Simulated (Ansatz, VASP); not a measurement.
Two plane-wave programs on TaF3

INCAR

```
SYSTEM = TaF3
ALGO     = Normal         ! electronic algorithm
EDIFF    = 1E-7           ! SCF threshold, eV
ENCUT    = 520            ! plane-wave cutoff, eV
GGA      = PE             ! functional
ISIF     = 2              ! what is computed and relaxed
ISMEAR   = 0              ! smearing method
LASPH    = .True.         ! aspherical terms in the spheres
LCHARG   = .True.         ! write CHGCAR
LELF     = .True.         ! ELF
LREAL    = .False.        ! projectors in reciprocal space
LVHAR    = .True.       
LWAVE    = .False.        ! write WAVECAR
NBANDS   = 24             ! bands
NELM     = 60             ! most SCF steps
PREC     = Accurate       ! precision mode
SIGMA    = 0.15           ! smearing width, eV
```

KPOINTS

```
k-points
0
Gamma
  12 12 12
  0 0 0
```

Contents of POSCAR:

```
TaF3
1.0
    3.8426820000      0.0000000000      0.0000000000
    0.0000000000      3.8426820000      0.0000000000
    0.0000000000      0.0000000000      3.9597180000
Ta F
1 3
Direct
    0.0000000000      0.0000000000      0.0000000000
    0.5000000000      0.0000000000      0.0000000000
    0.0000000000      0.5000000000      0.0000000000
    0.0000000000      0.0000000000      0.5000000000
```

Input for Ansatz:

```yaml
crystal:
  lattice:
    - [3.842682, 0.0, 0.0]
    - [0.0, 3.842682, 0.0]
    - [0.0, 0.0, 3.959718]
  atoms:
    - { symbol: Ta, position: [0.0, 0.0, 0.0] }
    - { symbol: F, position: [0.5, 0.0, 0.0] }
    - { symbol: F, position: [0.0, 0.5, 0.0] }
    - { symbol: F, position: [0.0, 0.0, 0.5] }
basis:
  ecutwfc: 420
kpoints:
  mp_grid: { grid: [12, 12, 12] }
hamiltonian:
  xc: pbe
scf:
  occupations: { method: gaussian, width: 0.15 }
output:
  forces: true
  stress: true
  eigenvalues: true
```

Change from the starting cell: strain -0.015 along x and y, +0.015 along z, atoms carried along.

Alike in both runs: task single point; functional PBE; k mesh 12 × 12 × 12; occupations gaussian, width 0.15 eV; no spin polarisation.

```csv
,VASP,Ansatz
version,VASP 6.6.1,Ansatz 0.2.0
potentials or method,"VASP PAW PBE potentials, release 64 (Ta_pv, F), cutoff 520 eV","scalar-relativistic, plane waves, PAW"
valence electrons in the cell,32,34
```

```csv
,VASP,Ansatz,Ansatz less VASP
gap on the k mesh at the Fermi level (eV),none,none,-
pressure (GPa),29.7,29.2,-0.54
"traceless stress, the component that is largest in VASP (GPa)",-9.02,-8.84,+0.184
```

A gap of «none» marks a metal or a gap that the smearing closes. Both programs put the cell under a high pressure, so it lies far from rest at this level. VASP's potentials hold 32 valence electrons a cell and Ansatz's 34, so a difference there can come from the potentials and not from the codes.

Neither program's run includes spin-orbit coupling.
